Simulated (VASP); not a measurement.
Runs of VASP 6.6.1 on EuBe3. The structure is that of space group Pm-3m (No. 221), or close to it. The cells are those of the table. The cell was generated, and may not be a known phase.

```csv
task,cell,k mesh,cutoff (eV),gap on the mesh (eV),pressure (GPa),moment (μB)
relaxation of cell and atoms,"relaxed from a = 3.714 Å, 4 atoms",6 × 6 × 6,600,none,-0.1,(a)
single point,"a = 4.042 Å, 4 atoms",6 × 6 × 6,520,none,0.0,7.62
single point,"a = 3.714 Å, 4 atoms",6 × 6 × 6,520,none,20.1,(b)
single point,"a = 4.038 Å, 4 atoms",12 × 12 × 12,520,none,-0.1,7.73
```

Alike in all rows: level PBE; potentials or basis VASP PAW PBE potentials, release 64 (Eu, Be); spin collinear, ferromagnetic start; smearing gaussian 0.1 eV.

Fill in the values left out.

(a) 7.63; (b) 7.25.

Caveats: spin-orbit coupling is left out, which moves the levels of the heavy elements; semilocal functionals describe open f shells poorly, which spoils levels, moments and volumes; the cell stands under pressure (at least some runs).

A k mesh can miss the band edges, and the runs leave out spin-orbit coupling on Eu.

A gap of «none» marks levels without a gap at the run's occupations.
